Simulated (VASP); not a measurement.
Mn3Si:

```
CELL_PARAMETERS angstrom
0.00000 2.86100 2.86100
2.86100 0.00000 2.86100
2.86100 2.86100 0.00000
ATOMIC_POSITIONS crystal
Mn 0.50000 0.50000 0.50000
Mn 0.25000 0.25000 0.25000
Mn 0.75000 0.75000 0.75000
Si 0.00000 0.00000 0.00000
```

Base run:

* Program: VASP 6.6.1
* Functional: r2SCAN
* Potentials or basis: VASP PAW PBE potentials, release 64 (Mn_pv, Si)
* Cutoff: 520 eV
* k mesh: 7 × 7 × 7
* Occupations: fermi-dirac, width 0.1 eV
* Spin: collinear spin, ferromagnetic start
* Starting moments: [1.69, 1.69, 1.69, 0.0] μB
* Fixed moment: 5.07 μB

Its results: pressure -5.0 GPa; site moments Mn +0.75, +2.26 (each value once); Si -0.09 μB.

Question: The run is repeated on the same cell with these changes: fixed moment from 5.07 μB to 2.54 μB; moments at the start from [1.69, 1.69, 1.69, 0.0] to [0.85, 0.85, 0.85, 0.0]. What comes out?

Answer: Pressure -15.6 GPa; site moments Mn +2.59, -0.03 (each value once); Si +0.02 μB.

Caveats: the cell stands under tension; the PAW data sets were made with another functional, which shifts forces and pressure a little; the total moment is fixed, so each spin has its own Fermi level and the state may be an excited one.
